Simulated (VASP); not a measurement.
Here is a VASP 6.6.1 calculation.

File POSCAR:

```
Li
1.0
    0.0000000000      2.1909341060      2.1909341060
    2.1909341060      0.0000000000      2.1909341060
    2.1909341060      2.1909341060      0.0000000000
Li
1
Direct
    0.0000000000      0.0000000000      0.0000000000
```

The input INCAR.step1:

```
ALGO = Normal ; EDIFF = 1E-5
ENCUT = 830 ; GGA = PE
GGA_COMPAT = False ; ISMEAR = 0
LASPH = True ; LCHARG = False
LREAL = False ; LWAVE = True
NBANDS = 8 ; NELM = 120
PREC = Accurate ; SIGMA = 0.05
```

File INCAR.step2:

```
ALGO = Normal ; EDIFF = 1E-6
ENCUT = 830 ; GGA_COMPAT = False
ISIF = 2 ; ISMEAR = 0
ISTART = 1 ; LASPH = True
LCHARG = False ; LMIXTAU = True
LREAL = False ; LWAVE = False
METAGGA = R2SCAN ; NBANDS = 8
NELM = 120 ; PREC = Accurate
SIGMA = 0.05
```

The input KPOINTS:

```
k-points
0
Gamma
  8 8 8
```

Potentials or basis: VASP PAW PBE potentials, release 64 (Li_sv).

Command:

```sh
$ cat potpaw_PBE.64/Li_sv/POTCAR > POTCAR
$ cp INCAR.step1 INCAR
$ mpirun -np 1 vasp_std > vasp.out
$ cp INCAR.step2 INCAR
$ mpirun -np 1 vasp_std > vasp.out
```

(1) Estimate the band gap on the k mesh.

(2) What does it give for the pressure?

Answers

(1) zero (an odd number of electrons rules out a gap without spin polarisation).

(2) -0.1 GPa.

Caveat: the PAW data sets were made with another functional, which shifts forces and pressure a little.
